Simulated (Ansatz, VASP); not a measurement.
Two plane-wave programs on Pb

```
Pb
1.0
    -0.53524    2.23325    2.23325
     2.23325   -0.53524    2.23325
     2.23325    2.23325   -0.53524
Pb
1
Direct
  0.00000 0.00000 0.00000
```

Alike in both runs: task single point; functional PBEsol; k mesh 18 × 18 × 18; occupations gaussian, width 0.15 eV; no spin polarisation.

|  | VASP | Ansatz |
| --- | --- | --- |
| version | VASP 6.6.1 | Ansatz 0.2.0 |
| potentials or method | VASP PAW PBE potentials, release 64 (Pb_d), cutoff 520 eV | scalar-relativistic, plane waves, PAW |
| valence electrons in the cell | 14 | 14 |

|  | VASP | Ansatz | Ansatz less VASP |
| --- | --- | --- | --- |
| gap on the k mesh at the Fermi level (eV) | none | none | - |
| pressure (GPa) | 2.3 | 2.4 | +0.08 |
| traceless stress, the component that is largest in VASP (GPa) | 1.10 | 1.09 | -0.003 |

VASP's potentials were made for PBE, not for PBEsol. A gap of «none» marks a metal or a gap that the smearing closes.

Neither program's run includes spin-orbit coupling.
